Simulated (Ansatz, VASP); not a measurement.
**One calculation of Ga3As2P, two programs**

The input INCAR:

```
SYSTEM = Ga3As2P
PREC = Accurate ; ENCUT = 520
EDIFF = 1E-7 ; ISMEAR = -1
SIGMA = 0.02 ; LREAL = .False.
LASPH = .True. ; NELM = 80
ALGO = Normal ; ISIF = 2
LWAVE = .False. ; LCHARG = .False.
GGA = PE ; NBANDS = 36
```

File KPOINTS:

```
regular mesh
0
Gamma
  8 8 8
  0 0 0
```

File POSCAR:

```
Ga3As2P
1.0
   -1.9775012589      5.9326358451      2.7966422591
    1.9775012589     -5.9326358451      2.7966422591
    1.9775012589      5.9326358451     -2.7966422591
P Ga As
1 3 2
Direct
    0.0007177414      0.0007177414      0.0000000000
    0.2390953774      0.7390953774      0.5000000000
    0.5932366670      0.7555120888      0.8377245782
    0.9177875106      0.7555120888      0.1622754218
    0.3335514082     -0.0004186482      0.3339700564
    0.6656112954     -0.0004186482      0.6660299436
```

Input for Ansatz:

```yaml
crystal:
  lattice:
    - [-1.9775012589, 5.9326358451, 2.7966422591]
    - [1.9775012589, -5.9326358451, 2.7966422591]
    - [1.9775012589, 5.9326358451, -2.7966422591]
  atoms:
    - { symbol: P, position: [0.0007177414, 0.0007177414, 0.0] }
    - { symbol: Ga, position: [0.2390953774, 0.7390953774, 0.5] }
    - { symbol: As, position: [0.3335514082, -0.0004186482, 0.3339700564] }
    - { symbol: Ga, position: [0.593236667, 0.7555120888, 0.8377245782] }
    - { symbol: As, position: [0.6656112954, -0.0004186482, 0.6660299436] }
    - { symbol: Ga, position: [0.9177875106, 0.7555120888, 0.1622754218] }
kpoints:
  mp_grid: { grid: [8, 8, 8] }
  band_path:
    path:
      - [[0.0, 0.0, 0.0], [0.5, -0.5, 0.5], [0.277776541052, -0.277776541052, 0.722223458948]]
      - [[-0.277776541052, 0.277776541052, 0.277776541052], [0.0, 0.0, 0.0], [0.3055543994878, 0.3055543994878, -0.3055543994878]]
      - [[0.6944456005122, -0.3055543994878, 0.3055543994878], [0.5, -0.5, 0.5]]
      - [[0.0, 0.0, 0.0], [-2.153122821784e-17, 0.5, 2.153122821784e-17], [0.25, 0.25, 0.25], [0.5, 1.380826824287e-17, 2.153122821784e-17], [0.0, 0.0, 0.0], [-1.840373368391e-17, 1.840373368391e-17, 0.5], [0.25, 0.25, 0.25]]
    npoints: 10
hamiltonian:
  xc: pbe
scf:
  occupations: { method: fermi_dirac, width: 0.02 }
  n_extra_bands: 5
output:
  forces: true
  stress: true
  eigenvalues: true
```

Alike in both runs: task single point; functional PBE; k mesh 8 × 8 × 8; occupations fermi-dirac, width 0.02 eV; no spin polarisation.

|  | VASP | Ansatz |
| --- | --- | --- |
| version | VASP 6.6.1 | Ansatz 0.2.0 |
| potentials or method | VASP PAW PBE potentials, release 64 (P, Ga_d, As) | plane waves, PAW |
| plane-wave cutoff (eV) | 520 | 420 |
| valence electrons in the cell | 54 | 74 |

Ansatz gave:

- gap on the k mesh at the Fermi level (eV): 0.87
- pressure (GPa): 2.7
- rms of the force components (eV/Å): 0.020

Question: Which values does VASP return?

Answer: gap on the k mesh at the Fermi level (eV): 0.87; pressure (GPa): 2.8; rms of the force components (eV/Å): 0.027.

VASP's potentials hold 54 valence electrons a cell and Ansatz's 74, so a difference there can come from the potentials and not from the codes.
